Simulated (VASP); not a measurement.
Wanted: the native input for a VASP 6.6.1 run.

```
Task                   : single point
Functional             : r2SCAN
Potentials or basis    : VASP PAW PBE potentials, release 64 (Al)
Cutoff                 : 520 eV
k mesh                 : 21 × 21 × 10
Occupations            : gaussian, width 0.15 eV
Spin                   : no spin polarisation
Dipole correction      : no
Further INCAR settings : ALGO = Normal; EDIFF = 1e-06; NBANDS = 10
```

Crystal: Al.

```
Al
1.0
     3.09370    0.00000    0.00000
    -1.54685    2.67922    0.00000
     0.00000    0.00000    4.86685
Al
2
Direct
  0.66667 0.33333 0.75000
  0.33333 0.66667 0.25000
```

This cell differs from its parent crystal: strain +0.1000 x Voigt [1, 1, 0, 0, 0, 0].

The input as run:

POSCAR

```
Al
1.0
    3.0937008866      0.0000000000      0.0000000000
   -1.5468504433      2.6792235596      0.0000000000
    0.0000000000      0.0000000000      4.8668500000
Al
2
Direct
    0.6666666667      0.3333333333      0.7500000000
    0.3333333333      0.6666666667      0.2500000000
```

INCAR.step1

```
SYSTEM = Al
ALGO     = Normal         ! electronic algorithm
EDIFF    = 1E-4           ! SCF threshold, eV
ENCUT    = 520            ! plane-wave cutoff, eV
GGA      = PE             ! functional
ISMEAR   = 0              ! smearing method
LASPH    = .TRUE.         ! aspherical terms in the spheres
LCHARG   = .FALSE.        ! write CHGCAR
LREAL    = .FALSE.        ! projectors in reciprocal space
LWAVE    = .TRUE.         ! write WAVECAR
NBANDS   = 10             ! bands
NELM     = 100            ! most SCF steps
PREC     = Accurate       ! precision mode
SIGMA    = 0.15           ! smearing width, eV
```

INCAR.step2

```
SYSTEM = Al
ALGO     = Normal         ! electronic algorithm
EDIFF    = 1E-6           ! SCF threshold, eV
ENCUT    = 520            ! plane-wave cutoff, eV
ISIF     = 2              ! what is computed and relaxed
ISMEAR   = 0              ! smearing method
ISTART   = 1            
LASPH    = .TRUE.         ! aspherical terms in the spheres
LCHARG   = .TRUE.         ! write CHGCAR
LELF     = .TRUE.         ! ELF
LMIXTAU  = .TRUE.       
LREAL    = .FALSE.        ! projectors in reciprocal space
LVHAR    = .TRUE.       
LWAVE    = .FALSE.        ! write WAVECAR
METAGGA  = R2SCAN         ! meta-GGA
NBANDS   = 10             ! bands
NELM     = 100            ! most SCF steps
PREC     = Accurate       ! precision mode
SIGMA    = 0.15           ! smearing width, eV
```

KPOINTS

```
k-points
0
G
  21 21 10
  0 0 0
```

Potentials or basis: VASP PAW PBE potentials, release 64 (Al).

The run is started by

```sh
$ cat potpaw_PBE.64/Al/POTCAR > POTCAR
$ cp INCAR.step1 INCAR
$ mpirun -np 1 vasp_std > vasp.out
$ cp INCAR.step2 INCAR
$ mpirun -np 1 vasp_std > vasp.out
```

It gave:

| Quantity | Value |
| --- | --- |
| Pressure | -11.9 GPa |
| Band gap on the k mesh | zero (bands 3 and 4 overlap by 7.62 eV) |

Caveat: the cell differs from its parent crystal (strain +0.1000 x Voigt [1, 1, 0, 0, 0, 0]); the cell stands under tension; the PAW data sets were made with another functional, which shifts forces and pressure a little.

Run time: 5.2 min on 1 thread of Intel Xeon 8259CL (shared host), peak memory 0.23 GiB.
